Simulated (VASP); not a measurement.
# GaN (gw) (Imm2) in VASP: single point with PBEsol

Aim: the single point of GaN (gw) with PBEsol.

Everything below comes from runs of VASP 6.6.1. Logs are shortened: lines on timing, memory, paths and dates and some standing lists are left out, and cuts for length are marked.

**1. The cell of the first run**

Symmetry: Imm2, No. 44, orthorhombic system. Conventional cell: a = 3.149 Å, b = 3.178 Å, c = 4.524 Å, α = 90.00°, β = 90.00°, γ = 90.00°. Within 2.6 Å of Ga (site symmetry mm2) lie 4 N at 1.94 to 1.95 Å. Within 2.6 Å of N (site symmetry mm2) lie 4 Ga at 1.94 to 1.95 Å.

**2. Single point, PBEsol**

File INCAR:

```
ALGO     = Normal         # electronic algorithm
EDIFF    = 1E-6           # SCF threshold, eV
ENCUT    = 600            # plane-wave cutoff, eV
GGA      = PS             # functional
GGA_COMPAT= F            
ISIF     = 2              # what is computed and relaxed
ISMEAR   = 0              # smearing method
LASPH    = T              # aspherical terms in the spheres
LCHARG   = F              # write CHGCAR
LREAL    = F              # projectors in reciprocal space
LWAVE    = F              # write WAVECAR
NBANDS   = 16             # bands
NELM     = 120            # most SCF steps
PREC     = Accurate       # precision mode
SIGMA    = 0.01           # smearing width, eV
```

File KPOINTS:

```
k-points
0
Gamma
  6 6 6
```

File POSCAR:

```
GaN
1.0
   -0.0103530223      2.2370124594      2.2622047268
    2.2370124594     -0.0103530223      2.2622047268
    2.2266594371      2.2266594371      0.0000000000
Ga N
1 1
Direct
   -0.0007015872     -0.0007015872      0.0007015872
    0.2507015872      0.2507015872      0.2492984128
```

Potentials or basis: VASP PAW PBE potentials, release 64 (Ga_d, N).

Started as:

```console
cat potpaw_PBE.64/Ga_d/POTCAR potpaw_PBE.64/N/POTCAR > POTCAR
mpirun -np 1 vasp_std > vasp.out
```

OUTCAR:

```text
EDIFF = 1E-6
   ENCUT = 600
   GGA = PS
   ISIF = 2
   ISMEAR = 0
   LASPH = T
   LREAL = F
   NELM = 120
   PREC = Accurate

 ion  position               nearest neighbor table
   1  0.999  0.999  0.001-   2 1.94   2 1.94   2 1.95   2 1.95
   2  0.251  0.251  0.249-   1 1.94   1 1.94   1 1.95   1 1.95

  LATTYP: Found a body centered orthorhombic cell.
 ALAT       =     3.1489719747
 B/A-ratio  =     1.0092991520
 C/A-ratio  =     1.4367893681

  Lattice vectors:

 A1 = (  -2.2370124594,   0.0103530223,   2.2622047268)
 A2 = (   2.2370124594,  -0.0103530223,   2.2622047268)
 A3 = (  -0.0103530223,   2.2370124594,  -2.2622047268)

Analysis of symmetry for initial positions (statically):
=====================================================================
 Subroutine PRICEL returns:
 Original cell was already a primitive cell.

 Routine SETGRP: Setting up the symmetry group for a
 body centered orthorhombic supercell.

 Subroutine GETGRP returns: Found  4 space group operations
 (whereof  4 operations were pure point group operations)
 out of a pool of  8 trial point group operations.

The static configuration has the point symmetry C_2v.

Analysis of symmetry for dynamics (positions and initial velocities):
=====================================================================
 Subroutine PRICEL returns:
 Original cell was already a primitive cell.

 Routine SETGRP: Setting up the symmetry group for a
 body centered orthorhombic supercell.

 Subroutine GETGRP returns: Found  4 space group operations
 (whereof  4 operations were pure point group operations)
 out of a pool of  8 trial point group operations.

The dynamic configuration has the point symmetry C_2v.

 Subroutine INISYM returns: Found  4 space group operations
 (whereof  4 operations are pure point group operations),
 and found     1 'primitive' translations

----------------------------------------------------------------------------------------

                                     Primitive cell

  volume of cell :      22.6407

  direct lattice vectors                    reciprocal lattice vectors
    -0.010353022  2.237012459  2.262204727    -0.222482727  0.222482727  0.221023320
     2.237012459 -0.010353022  2.262204727     0.222482727 -0.222482727  0.221023320
     2.226659437  2.226659437  0.000000000     0.224551627  0.224551627 -0.221023320

  length of vectors
     3.181493699  3.181493699  3.148971975     0.384510644  0.384510644  0.386908484

  position of ions in fractional coordinates (direct lattice)
     0.999298413  0.999298413  0.000701587
     0.250701587  0.250701587  0.249298413

  ion indices of the primitive-cell ions
   primitive index   ion index
                 1           1
                 2           2

----------------------------------------------------------------------------------------

 KPOINTS: k-points

Automatic generation of k-mesh.
 Grid dimensions read from file:
 generate k-points for:    6    6    6

 Generating k-lattice:

  Cartesian coordinates                     Fractional coordinates (reciprocal lattice)
    -0.037080454  0.037080454  0.036837220     0.166666667  0.000000000  0.000000000
     0.037080454 -0.037080454  0.036837220     0.000000000  0.166666667  0.000000000
     0.037425271  0.037425271 -0.036837220     0.000000000  0.000000000  0.166666667

  Length of vectors
     0.064085107  0.064085107  0.064484747

  Shift w.r.t. Gamma in fractional coordinates (k-lattice)
     0.000000000  0.000000000  0.000000000

 Subroutine IBZKPT returns following result:
 ===========================================

 Found     46 irreducible k-points:

 Following reciprocal coordinates:
            Coordinates               Weight
  0.000000  0.000000  0.000000      1.000000
  0.166667  0.000000  0.000000      4.000000
  0.333333 -0.000000  0.000000      4.000000
  0.500000 -0.000000  0.000000      2.000000
  0.166667  0.166667  0.000000      2.000000
  0.333333  0.166667  0.000000      4.000000
[... 16 lines left out ...]
 -0.166667  0.333333  0.166667      4.000000
  0.500000  0.500000  0.166667      4.000000
 [... further k-points ...]
   k-points           NKPTS =     46   k-points in BZ     NKDIM =     46   number of bands    NBANDS=     16
   number of dos      NEDOS =    301   number of ions     NIONS =      2
   total plane-waves  NPLWV =  21952
   dimension x,y,z NGX =    28 NGY =   28 NGZ =   28
   dimension x,y,z NGXF=    56 NGYF=   56 NGZF=   56
   ions per type =               1   1
   NGX,Y,Z   is equivalent  to a cutoff of  14.63, 14.63, 14.78 a.u.
   NGXF,Y,Z  is equivalent  to a cutoff of  29.26, 29.26, 29.56 a.u.
 SYSTEM =  unknown system
   PREC   = accura    normal or accurate (medium, high low for compatibility)
   ISTART =      0    job   : 0-new  1-cont  2-samecut
   ICHARG =      2    charge: 1-file 2-atom 10-const
   ISPIN  =      1    spin polarized calculation?
   LNONCOLLINEAR =      F non collinear calculations
   LSORBIT =      F    spin-orbit coupling
   LASPH  =      T    aspherical Exc in radial PAW
   ENCUT  =  600.0 eV  44.10 Ry    6.64 a.u.   6.35  6.35  6.29*2*pi/ulx,y,z
   NELM   =    120;   NELMIN=  2; NELMDL= -5     # of ELM steps
   EDIFF  = 0.1E-05   stopping-criterion for ELM
   LREAL  =      F    real-space projection
   EDIFFG = 0.1E-04   stopping-criterion for IOM
   NSW    =      0    number of steps for IOM
   IBRION =     -1    ionic relax: 0-MD 1-quasi-New 2-CG
   NFREE  =      0    steps in history (QN), initial steepest desc. (CG)
   ISIF   =      2    stress and relaxation
   ISYM   =      2    0-nonsym 1-usesym 2-fastsym
   POTIM  = 0.5000    time-step for ionic-motion
   TEBEG  =    0.0;   TEEND  =   0.0 temperature during run
   PSTRESS=    0.0 pullay stress
   NELECT =      18.0000    total number of electrons
   NUPDOWN=      -1.0000    fix difference up-down
   EMIN   =  10.00;   EMAX   =-10.00  energy-range for DOS
   EFERMI =   0.00;   METHOD = LEGACY
   ISMEAR =     0;   SIGMA  =   0.01  broadening in eV -4-tet -1-fermi 0-gaus
   EFERMI_NEDOS =   21; number of points for ismear=-14 and -15
   IALGO  =     38    algorithm
   IMIX   =      4    mixing-type and parameters
     AMIX     =   0.40;   BMIX     =  1.00
     AMIX_MAG =   1.60;   BMIX_MAG =  1.00
  volume/ion in A,a.u.               =      11.32        76.39
  Fermi-wavevector in a.u.,A,eV,Ry     =   1.516594  2.865946 31.294161  2.300056
  Thomas-Fermi vector in A             =   2.625962
   LORBIT       =      0    0 simple, 1 ext, 2 COOP (PROOUT), +10 PAW based schemes
   GGA     = PS    functional components
   LHFCALC =     F    Hartree Fock is set to
   AEXX    =    0.0000 exact exchange contribution
   IVDW    =     0    specifies the selected vdW correction
   LEPSILON=     F    determine dielectric tensor
   LRPA    =     F    only Hartree local field effects (RPA)
 non-spin polarized calculation
 Gauss-broadening in eV      SIGMA  =   0.01
  energy-cutoff  :      600.00
  volume of cell :       22.64
 maximum number of plane-waves:       765
 NGX is ok and might be reduce to    28
   NGX = 13   NGY = 13   NGZ = 13

 number of electron      18.0000004 magnetization

 Free energy of the ion-electron system (eV)
  ---------------------------------------------------
  ext. energy  EPLUGINS =         0.00000000
  ---------------------------------------------------
  free energy    TOTEN  =       -13.11761112 eV

  energy without entropy =      -13.11761112  energy(sigma->0) =      -13.11761112

 E-fermi :   5.4645     XC(G=0): -11.9596

 val. band max:        5.3237707406   @ k =   0.0000   0.0000   0.0000
 cond. band min:       7.0214341356   @ k =   0.0000   0.0000   0.0000
 fundamental gap:      1.6976633949
 Fermi energy:         5.4644589838

 k-point     1 :       0.0000    0.0000    0.0000
  band No.  band energies     occupation
      1     -10.7544      2.00000
      2      -8.1539      2.00000
      3      -8.1432      2.00000
      4      -8.1396      2.00000
      5      -7.8101      2.00000
      6      -7.8091      2.00000
[... 8 lines left out ...]
     15      23.8006      0.00000
     16      24.1193      0.00000

 k-point     2 :       0.1667    0.0000    0.0000
  band No.  band energies     occupation
      1     -10.4577      2.00000
      2      -8.1159      2.00000
      3      -8.1048      2.00000
      4      -8.0254      2.00000
      5      -7.8110      2.00000
      6      -7.8107      2.00000
[... 8 lines left out ...]
     15      22.1146      0.00000
     16      22.2900      0.00000

 k-point     3 :       0.3333   -0.0000    0.0000
  band No.  band energies     occupation
      1      -9.9497      2.00000
      2      -8.0697      2.00000
      3      -8.0579      2.00000
      4      -7.7896      2.00000
      5      -7.7864      2.00000
      6      -7.3732      2.00000
[... 8 lines left out ...]
     15      22.8212      0.00000
     16      23.0168      0.00000

 k-point     4 :       0.5000   -0.0000    0.0000
  band No.  band energies     occupation
      1      -9.7792      2.00000
      2      -8.0608      2.00000
      3      -8.0487      2.00000
      4      -7.7635      2.00000
      5      -7.7587      2.00000
      6      -6.5747      2.00000
[... 8 lines left out ...]
     15      24.8314      0.00000
     16      25.0198      0.00000
[... 324 lines left out ...]
 k-point    22 :      -0.3333    0.3333    0.1667
  band No.  band energies     occupation
      1      -9.6279      2.00000
      2      -8.0202      2.00000
      3      -7.9510      2.00000
      4      -7.8337      2.00000
      5      -7.7873      2.00000
      6      -6.0651      2.00000
[... 8 lines left out ...]
     15      24.1378      0.00000
     16      28.0903      0.00000

 k-point    23 :      -0.1667    0.3333    0.1667
  band No.  band energies     occupation
      1      -9.7073      2.00000
      2      -8.0074      2.00000
      3      -7.9837      2.00000
      4      -7.8735      2.00000
      5      -7.7712      2.00000
      6      -6.7040      2.00000
[... 8 lines left out ...]
     15      25.2587      0.00000
     16      27.6315      0.00000

 k-point    24 :       0.5000    0.5000    0.1667
  band No.  band energies     occupation
      1      -9.6243      2.00000
      2      -8.0237      2.00000
      3      -7.8861      2.00000
      4      -7.8744      2.00000
      5      -7.7492      2.00000
      6      -6.3107      2.00000
[... 8 lines left out ...]
     15      27.7838      0.00000
     16      27.9316      0.00000

 [... further k-points ...]

------------------------ aborting loop because EDIFF is reached ----------------------------------------

  FORCE on cell =-STRESS in cart. coord.  units (eV):
  Direction    XX          YY          ZZ          XY          YZ          ZX
  --------------------------------------------------------------------------------------
  -------------------------------------------------------------------------------------
  Total        0.1378837      0.1378837     -0.0650362      0.2028809      0.0000000      0.0000000
  in kB        9.7573967      9.7573967     -4.6023117     14.3569541      0.0000000      0.0000000
  external PRESSURE =       4.9708272 kB  Pullay stress =       0.0000000 kB

 VOLUME and BASIS-vectors are now :
 -----------------------------------------------------------------------------
  energy-cutoff  :      600.00
  volume of cell :       22.64
      direct lattice vectors                 reciprocal lattice vectors
    -0.010353022  2.237012459  2.262204727    -0.222482727  0.222482727  0.221023320
     2.237012459 -0.010353022  2.262204727     0.222482727 -0.222482727  0.221023320
     2.226659437  2.226659437  0.000000000     0.224551627  0.224551627 -0.221023320

 POSITION                                       TOTAL-FORCE (eV/Angst)
 -----------------------------------------------------------------------------------
      2.22666      2.22666      4.52124        -0.000000     -0.000000      0.000566
      1.11333      1.11333      1.13428         0.000000      0.000000     -0.000566
 -----------------------------------------------------------------------------------
    total drift:                               -0.000000     -0.000000     -0.000002

  FREE ENERGIE OF THE ION-ELECTRON SYSTEM (eV)
  ---------------------------------------------------
  free  energy   TOTEN  =       -13.1176111159 eV

  energy  without entropy=      -13.1176111159  energy(sigma->0) =      -13.11761112
```

Run time: 16 s. Hardware: 1 thread of Intel Xeon 6975P-C, shared host; peak memory 0.17 GiB.

What came out:

* Free energy: -13.1176 eV
* Pressure: 0.5 GPa
* Band gap on the k mesh: 1.70 eV, direct

Stress tensor (GPa, compression positive):
```
 0.98  1.44  0.00
 1.44  0.98  0.00
 0.00  0.00 -0.46
```

Caveat: the PAW data sets were made with another functional, which shifts forces and pressure a little.
